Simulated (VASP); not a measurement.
Write the native input for VASP 6.6.1 that does the following.

* Task: single point
* Functional: r2SCAN
* Potentials or basis: VASP PAW PBE potentials, release 64 (Si, O)
* Cutoff: 520 eV
* k mesh: 6 × 6 × 4
* Occupations: gaussian, width 0.02 eV
* Spin: no spin polarisation
* Dipole correction: no
* Further INCAR settings: ALGO = Normal; EDIFF = 1e-07; NBANDS = 34

SiO2:

```
Si O
1.0
     5.05968    0.00000    0.00000
    -2.52984    4.38181    0.00000
     0.00000    0.00000    5.54109
Si O
3 6
Direct
  0.00000 0.50000 0.33333
  0.50000 0.50000 0.66667
  0.50000 0.00000 0.00000
  0.58350 0.79175 0.83333
  0.79175 0.58350 0.50000
  0.79175 0.20825 0.16667
  0.41650 0.20825 0.83333
  0.20825 0.41650 0.50000
  0.20825 0.79175 0.16667
```

One way to write it, as run:

POSCAR

```
SiO2
1.0
    5.0596778637      0.0000000000      0.0000000000
   -2.5298389318      4.3818095649      0.0000000000
    0.0000000000      0.0000000000      5.5410856313
Si O
3 6
Direct
    0.0000000000      0.5000000000      0.3333333333
    0.5000000000      0.5000000000      0.6666666667
    0.5000000000      0.0000000000      0.0000000000
    0.5834989518      0.7917494759      0.8333333333
    0.7917494759      0.5834989518      0.5000000000
    0.7917494759      0.2082505241      0.1666666667
    0.4165010482      0.2082505241      0.8333333333
    0.2082505241      0.4165010482      0.5000000000
    0.2082505241      0.7917494759      0.1666666667
```

INCAR.step1

```
PREC = Accurate
ENCUT = 520
ISMEAR = 0
SIGMA = 0.02
LREAL = F
LASPH = T
NELM = 60
NBANDS = 34
GGA = PE
ALGO = Normal
EDIFF = 1E-4
LWAVE = T
LCHARG = F
```

INCAR.step2

```
PREC = Accurate
ENCUT = 520
EDIFF = 1E-7
ISMEAR = 0
SIGMA = 0.02
LREAL = F
LASPH = T
NELM = 60
ALGO = Normal
ISIF = 2
LWAVE = F
LCHARG = F
METAGGA = R2SCAN
LMIXTAU = T
NBANDS = 34
ISTART = 1
```

KPOINTS

```
regular mesh
0
Gamma
  6 6 4
```

Potentials or basis: VASP PAW PBE potentials, release 64 (Si, O).

The run is started by

```bash
$ cat potpaw_PBE.64/Si/POTCAR potpaw_PBE.64/O/POTCAR > POTCAR
$ cp INCAR.step1 INCAR
$ mpirun -np 1 vasp_std > vasp.out
$ cp INCAR.step2 INCAR
$ mpirun -np 1 vasp_std > vasp.out
```

Results of the run:

| Property | Result |
| --- | --- |
| Pressure | 0.1 GPa |
| Largest force | 0.012 eV/Å |
| Band gap on the k mesh | 6.30 eV (least direct gap 6.49 eV) |

Caveat: the PAW data sets were made with another functional, which shifts forces and pressure a little.

Wall time 18 min on 1 thread of Intel Xeon 8259CL (shared host), peak memory 0.26 GiB.
